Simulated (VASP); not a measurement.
# SbAs4Au (P6/mmm) in VASP: relaxation of cell and atoms with PBE

Aim: the relaxation of cell and atoms of SbAs4Au with PBE.

Everything below comes from runs of VASP 6.6.1. Logs are shortened: lines on timing, memory, paths and dates and some standing lists are left out, and cuts for length are marked.

## 1. The cell of the first run

The structure is hexagonal, space group P6/mmm (No. 191). Conventional cell: a = 4.827 Å, b = 4.827 Å, c = 8.889 Å, α = 90.00°, β = 90.00°, γ = 120.00°. Sb (site symmetry 6/mmm) has 2 As at 2.24 Å within 3.0 Å. As (site symmetry -6m2) has 9 As at 2.79 to 3.55 Å and 3 Au at 2.79 Å within 3.7 Å. As (site symmetry 6mm) has 1 Au at 2.21 Å and 1 Sb at 2.24 Å within 2.9 Å. Within 2.9 Å of Au (site symmetry 6/mmm) lie 8 As at 2.21 to 2.79 Å.

The cell was generated, and may not be a known phase.

## 2. Relaxation of cell and atoms, PBE

INCAR reads:

```
SYSTEM = SbAs4Au
PREC = Accurate ; ENCUT = 540
EDIFF = 1E-7 ; ISMEAR = 0
SIGMA = 0.1 ; LREAL = .FALSE.
LASPH = .TRUE. ; NELM = 120
ALGO = Normal ; ISIF = 3
LWAVE = .FALSE. ; LCHARG = .FALSE.
GGA = PE ; IBRION = 2
NSW = 90 ; EDIFFG = -0.04
GGA_COMPAT = .FALSE. ; NELMIN = 4
```

KPOINTS reads:

```
regular mesh
0
G
  6 6 2
  0 0 0
```

POSCAR reads:

```
SbAs4Au
1.0
    4.8273291800      0.0000000000      0.0000000000
   -2.4136645900      4.1805897000      0.0000000000
    0.0000000000      0.0000000000      8.8891516900
Sb As Au
1 4 1
Direct
    0.0000000000      0.0000000000      0.0000000000
    0.3333333300      0.6666666700      0.5000000000
    0.6666666700      0.3333333300      0.5000000000
    0.0000000000      0.0000000000      0.7481329800
    0.0000000000      0.0000000000      0.2518670200
    0.0000000000      0.0000000000      0.5000000000
```

Potentials or basis: VASP PAW PBE potentials, release 64 (Sb_d_GW, As_d, Au_sv_GW).

Run with:

```sh
> cat potpaw_PBE.64/Sb_d_GW/POTCAR potpaw_PBE.64/As_d/POTCAR potpaw_PBE.64/Au_sv_GW/POTCAR > POTCAR
> mpirun -np 1 vasp_std > vasp.out
```

OUTCAR:

```text
SYSTEM = SbAs4Au
   PREC = Accurate
   ENCUT = 540
   EDIFF = 1E-7
   ISMEAR = 0
   LREAL = .FALSE.
   LASPH = .TRUE.
   NELM = 120
   ISIF = 3
   GGA = PE
   IBRION = 2
   NSW = 90
   EDIFFG = -0.04
   NELMIN = 4

 ion  position               nearest neighbor table
   1  0.000  0.000  0.000-   4 2.24   5 2.24
   2  0.333  0.667  0.500-   3 2.79   6 2.79   3 2.79   6 2.79   6 2.79   3 2.79
   3  0.667  0.333  0.500-   2 2.79   6 2.79   2 2.79   6 2.79   6 2.79   2 2.79
   4  0.000  0.000  0.748-   6 2.21   1 2.24
   5  0.000  0.000  0.252-   6 2.21   1 2.24
   6  0.000  0.000  0.500-   4 2.21   5 2.21   2 2.79   3 2.79   2 2.79   3 2.79   3 2.79   2 2.79

  LATTYP: Found a hexagonal cell.
 ALAT       =     4.8273291800
 C/A-ratio  =     1.8414223183

  Lattice vectors:

 A1 = (   4.8273291800,   0.0000000000,   0.0000000000)
 A2 = (  -2.4136645900,   4.1805897000,   0.0000000000)
 A3 = (   0.0000000000,   0.0000000000,   8.8891516900)

Analysis of symmetry for initial positions (statically):
=====================================================================
 Subroutine PRICEL returns:
 Original cell was already a primitive cell.

 Routine SETGRP: Setting up the symmetry group for a
 hexagonal supercell.

 Subroutine GETGRP returns: Found 24 space group operations
 (whereof 24 operations were pure point group operations)
 out of a pool of 24 trial point group operations.

The static configuration has the point symmetry D_6h.

Analysis of symmetry for dynamics (positions and initial velocities):
=====================================================================
 Subroutine PRICEL returns:
 Original cell was already a primitive cell.

 Routine SETGRP: Setting up the symmetry group for a
 hexagonal supercell.

 Subroutine GETGRP returns: Found 24 space group operations
 (whereof 24 operations were pure point group operations)
 out of a pool of 24 trial point group operations.

The dynamic configuration has the point symmetry D_6h.

 Subroutine INISYM returns: Found 24 space group operations
 (whereof 24 operations are pure point group operations),
 and found     1 'primitive' translations

----------------------------------------------------------------------------------------

                                     Primitive cell

  volume of cell :     179.3927

  direct lattice vectors                    reciprocal lattice vectors
     4.827329180  0.000000000  0.000000000     0.207153886  0.119600352  0.000000000
    -2.413664590  4.180589700  0.000000000     0.000000000  0.239200704  0.000000000
     0.000000000  0.000000000  8.889151690     0.000000000  0.000000000  0.112496674

  length of vectors
     4.827329180  4.827329178  8.889151690     0.239200704  0.239200704  0.112496674

  position of ions in fractional coordinates (direct lattice)
     0.000000000  0.000000000  0.000000000
     0.333333330  0.666666670  0.500000000
     0.666666670  0.333333330  0.500000000
     0.000000000  0.000000000  0.748132980
     0.000000000  0.000000000  0.251867020
     0.000000000  0.000000000  0.500000000

  ion indices of the primitive-cell ions
   primitive index   ion index
                 1           1
                 2           2
                 3           3
                 4           4
                 5           5
                 6           6

----------------------------------------------------------------------------------------

 KPOINTS: regular mesh

Automatic generation of k-mesh.
 Grid dimensions read from file:
 generate k-points for:    6    6    2

 Generating k-lattice:

  Cartesian coordinates                     Fractional coordinates (reciprocal lattice)
     0.034525648  0.019933392  0.000000000     0.166666667 -0.000000000  0.000000000
     0.000000000  0.039866784  0.000000000     0.000000000  0.166666667  0.000000000
     0.000000000  0.000000000  0.056248337     0.000000000  0.000000000  0.500000000

  Length of vectors
     0.039866784  0.039866784  0.056248337

  Shift w.r.t. Gamma in fractional coordinates (k-lattice)
     0.000000000  0.000000000  0.000000000

 Subroutine IBZKPT returns following result:
 ===========================================

 Found     14 irreducible k-points:

 Following reciprocal coordinates:
            Coordinates               Weight
  0.000000  0.000000  0.000000      1.000000
  0.166667  0.000000  0.000000      6.000000
  0.333333  0.000000  0.000000      6.000000
  0.500000  0.000000  0.000000      3.000000
  0.166667  0.166667  0.000000      6.000000
  0.333333  0.166667  0.000000     12.000000
  0.333333  0.333333  0.000000      2.000000
  0.000000  0.000000  0.500000      1.000000
  0.166667  0.000000  0.500000      6.000000
  0.333333  0.000000  0.500000      6.000000
  0.500000  0.000000  0.500000      3.000000
  0.166667  0.166667  0.500000      6.000000
  0.333333  0.166667  0.500000     12.000000
  0.333333  0.333333  0.500000      2.000000
   k-points           NKPTS =     14   k-points in BZ     NKDIM =     14   number of bands    NBANDS=     56
   number of dos      NEDOS =    301   number of ions     NIONS =      6
   total plane-waves  NPLWV = 112000
   dimension x,y,z NGX =    40 NGY =   40 NGZ =   70
   dimension x,y,z NGXF=    80 NGYF=   80 NGZF=  140
   ions per type =               1   4   1
   NGX,Y,Z   is equivalent  to a cutoff of  13.78, 13.78, 13.09 a.u.
   NGXF,Y,Z  is equivalent  to a cutoff of  27.55, 27.55, 26.18 a.u.
 SYSTEM =  SbAs4Au
   PREC   = accura    normal or accurate (medium, high low for compatibility)
   ISTART =      0    job   : 0-new  1-cont  2-samecut
   ICHARG =      2    charge: 1-file 2-atom 10-const
   ISPIN  =      1    spin polarized calculation?
   LNONCOLLINEAR =      F non collinear calculations
   LSORBIT =      F    spin-orbit coupling
   LASPH  =      T    aspherical Exc in radial PAW
   ENCUT  =  540.0 eV  39.69 Ry    6.30 a.u.   9.15  9.15 16.84*2*pi/ulx,y,z
   NELM   =    120;   NELMIN=  4; NELMDL= -5     # of ELM steps
   EDIFF  = 0.1E-06   stopping-criterion for ELM
   LREAL  =      F    real-space projection
   EDIFFG = -.4E-01   stopping-criterion for IOM
   NSW    =     90    number of steps for IOM
   IBRION =      2    ionic relax: 0-MD 1-quasi-New 2-CG
   NFREE  =      1    steps in history (QN), initial steepest desc. (CG)
   ISIF   =      3    stress and relaxation
   ISYM   =      2    0-nonsym 1-usesym 2-fastsym
   POTIM  = 0.5000    time-step for ionic-motion
   TEBEG  =    0.0;   TEEND  =   0.0 temperature during run
   PSTRESS=    0.0 pullay stress
   NELECT =      94.0000    total number of electrons
   NUPDOWN=      -1.0000    fix difference up-down
   EMIN   =  10.00;   EMAX   =-10.00  energy-range for DOS
   EFERMI =   0.00;   METHOD = LEGACY
   ISMEAR =     0;   SIGMA  =   0.10  broadening in eV -4-tet -1-fermi 0-gaus
   EFERMI_NEDOS =   21; number of points for ismear=-14 and -15
   IALGO  =     38    algorithm
   IMIX   =      4    mixing-type and parameters
     AMIX     =   0.40;   BMIX     =  1.00
     AMIX_MAG =   1.60;   BMIX_MAG =  1.00
  volume/ion in A,a.u.               =      29.90       201.77
  Fermi-wavevector in a.u.,A,eV,Ry     =   1.319823  2.494105 23.700452  1.741934
  Thomas-Fermi vector in A             =   2.449694
   LORBIT       =      0    0 simple, 1 ext, 2 COOP (PROOUT), +10 PAW based schemes
   GGA     = PE    functional components
   LHFCALC =     F    Hartree Fock is set to
   AEXX    =    0.0000 exact exchange contribution
   IVDW    =     0    specifies the selected vdW correction
   LEPSILON=     F    determine dielectric tensor
   LRPA    =     F    only Hartree local field effects (RPA)
 conjugate gradient relaxation of ions
 non-spin polarized calculation
 Gauss-broadening in eV      SIGMA  =   0.10
  energy-cutoff  :      540.00
  volume of cell :      179.39
 maximum number of plane-waves:      5140
 NGX is ok and might be reduce to    40
   NGX = 19   NGY = 19   NGZ = 33

--------------------------------------- Ionic step        1  -------------------------------------------

 number of electron      93.9999995 magnetization

 Free energy of the ion-electron system (eV)
  ---------------------------------------------------
  ext. energy  EPLUGINS =         0.00000000
  ---------------------------------------------------
  free energy    TOTEN  =       -17.96708206 eV

  energy without entropy =      -17.94695103  energy(sigma->0) =      -17.95701655

------------------------ aborting loop because EDIFF is reached ----------------------------------------

  FORCE on cell =-STRESS in cart. coord.  units (eV):
  Direction    XX          YY          ZZ          XY          YZ          ZX
  --------------------------------------------------------------------------------------
  -------------------------------------------------------------------------------------
  Total        4.6127167      4.6127167     36.8986110     -0.0000000      0.0000000      0.0000000
  in kB       41.1967148     41.1967148    329.5458310     -0.0000000      0.0000000      0.0000000
  external PRESSURE =     137.3130869 kB  Pullay stress =       0.0000000 kB
[... 27 lines left out ...]
--------------------------------------- Ionic step        2  -------------------------------------------

 number of electron      94.0000024 magnetization

 E-fermi :  -0.0992     XC(G=0):  -7.6309

 val. band max:       -0.1053179593   @ k =   0.1667   0.1667   0.0000
 cond. band min:      -0.0948676536   @ k =   0.5000   0.0000   0.5000
 fundamental gap:      0.0104503057
 Fermi energy:        -0.0992280645

 k-point     1 :       0.0000    0.0000    0.0000
  band No.  band energies     occupation
      1    -105.7805      2.00000
      2     -57.1462      2.00000
      3     -57.1462      2.00000
      4     -57.0188      2.00000
      5     -36.2991      2.00000
      6     -36.2991      2.00000
[... 888 lines left out ...]
  FREE ENERGIE OF THE ION-ELECTRON SYSTEM (eV)
  ---------------------------------------------------
  free  energy   TOTEN  =       -19.9181683720 eV

  energy  without entropy=      -19.8972746472  energy(sigma->0) =      -19.90772151

[... ionic steps 4 to 10 ...]

--------------------------------------- Ionic step       11  -------------------------------------------

 number of electron      94.0000022 magnetization

------------------------ aborting loop because EDIFF is reached ----------------------------------------
[... 75 lines left out ...]
--------------------------------------- Ionic step       13  -------------------------------------------

 number of electron      94.0000011 magnetization

 Free energy of the ion-electron system (eV)
  ---------------------------------------------------
  ext. energy  EPLUGINS =         0.00000000
  ---------------------------------------------------
  free energy    TOTEN  =       -20.03301120 eV

  energy without entropy =      -19.99252264  energy(sigma->0) =      -20.01276692

 E-fermi :   1.0021     XC(G=0):  -8.4093

 val. band max:        0.9989919826   @ k =   0.1667   0.0000   0.0000
 cond. band min:       1.0143152547   @ k =   0.3333   0.0000   0.0000
 fundamental gap:      0.0153232722
 Fermi energy:         1.0021301711

 k-point     1 :       0.0000    0.0000    0.0000
  band No.  band energies     occupation
      1    -105.2827      2.00000
      2     -56.6798      2.00000
      3     -56.6798      2.00000
      4     -56.4807      2.00000
      5     -35.2736      2.00000
      6     -35.2736      2.00000
[... 848 lines left out ...]
  FREE ENERGIE OF THE ION-ELECTRON SYSTEM (eV)
  ---------------------------------------------------
  free  energy   TOTEN  =       -20.0330112049 eV

  energy  without entropy=      -19.9925226407  energy(sigma->0) =      -20.01276692

 reached required accuracy - stopping structural energy minimisation
```

It took 31 min on 1 thread of Intel Xeon Platinum 8488C (Sapphire Rapids), shared host; peak memory 0.46 GiB.

Results:

- Free energy: -20.0330 eV
- Relaxed volume: 34.32 Å³/atom
- Relaxed cell: a = 4.772 Å, b = 4.772 Å, c = 10.443 Å, α = 90.00°, β = 90.00°, γ = 120.00°
- Space group after relaxing (to 0.1 Å): P6/mmm (No. 191)
- Energy gained by relaxing: 344.3 meV/atom
- Ionic steps: 13
- Pressure after relaxing: 0.0 GPa
- Largest force after relaxing: 0.038 eV/Å
- Band gap on the k mesh: zero (bands 47 and 48 overlap by 0.60 eV)

Forces on the atoms (eV/Å):
```
Sb   0.000  0.000  0.000
As   0.000  0.000  0.000
As   0.000  0.000  0.000
As   0.000  0.000  0.038
As   0.000  0.000 -0.038
Au   0.000  0.000  0.000
```

Step by step:
```
step  energy change (eV)  largest force (eV/Å)  pressure (GPa)  volume (Å³)
   1              0.0000                0.8396           13.73       179.39
   2             -0.5871                1.1078           -5.52       250.19
   3             -1.9511                0.7706           -0.63       210.70
   4             -1.9522                0.7705           -0.47       210.05
   5             -1.9522                0.7706           -0.32       209.42
   6             -2.0010                0.5088           -0.07       207.58
   7             -2.0359                0.0027            0.58       204.54
   8             -2.0564                0.1907           -0.37       207.51
   9             -2.0566                0.1685           -0.27       207.22
  10             -2.0621                0.0978           -0.10       206.24
  11             -2.0647                0.0106            0.16       205.06
  12             -2.0647                0.0017            0.19       204.94
  13             -2.0659                0.0378           -0.02       205.91
```

Final structure:
```
Sb As Au
1.0
     4.77160    0.00000    0.00000
    -2.38580    4.13233    0.00000
     0.00000    0.00000   10.44271
Sb As Au
1 4 1
Cartesian
  0.0000 0.0000 0.0000
  0.0000 2.7549 5.2214
  2.3858 1.3774 5.2214
  0.0000 0.0000 8.0109
  0.0000 0.0000 2.4318
  0.0000 0.0000 5.2214
```

Caveat: a cell axis changed by over 15 % at a fixed basis, so the end point is rough; spin-orbit coupling is left out, which moves the levels of the heavy elements.
